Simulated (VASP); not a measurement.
Runs of VASP 6.6.1 on As. The structure is that of space group Fm-3m (No. 225), or close to it. The cells are those of the table. 

| task | cell | k mesh | cutoff (eV) | gap on the mesh (eV) | pressure (GPa) |
| --- | --- | --- | --- | --- | --- |
| relaxation of cell and atoms | relaxed from a = 2.995 Å, angles 60.0°, 1 atom | 16 × 16 × 16 | 600 | none | 0.0 |
| single point | a = 3.013 Å, angles 60.0°, 1 atom | 16 × 16 × 16 | 520 | none | 0.0 |
| single point | a = 2.414 Å, angles 60.0°, 1 atom | 19 × 19 × 19 | 520 | none | 227.1 |
| relaxation of cell and atoms | relaxed to 220 GPa from a = 2.413 Å, angles 60.0°, 1 atom | 19 × 19 × 19 | 600 | none | 220.0 |
| single point | a = 2.413 Å, angles 60.0°, 1 atom | 19 × 19 × 19 | 520 | none | (a) |
| relaxation of cell and atoms | relaxed to 220 GPa from a = 2.414 Å, angles 60.0°, 1 atom | 19 × 19 × 19 | 600 | none | 220.0 |

Alike in all rows: level PBE; potentials or basis VASP PAW PBE potentials, release 64 (As); no spin polarisation; smearing fermi-dirac 0.08 eV.

**Question.** Fill in the values left out.

**Answer.** (a) 227.5.

Caveats: the cell is relaxed towards a set pressure, so the enthalpy falls and the energy may rise (some runs).

A k mesh can miss the band edges, and the runs leave out spin-orbit coupling on As.

A gap of «none» marks levels without a gap at the run's occupations.
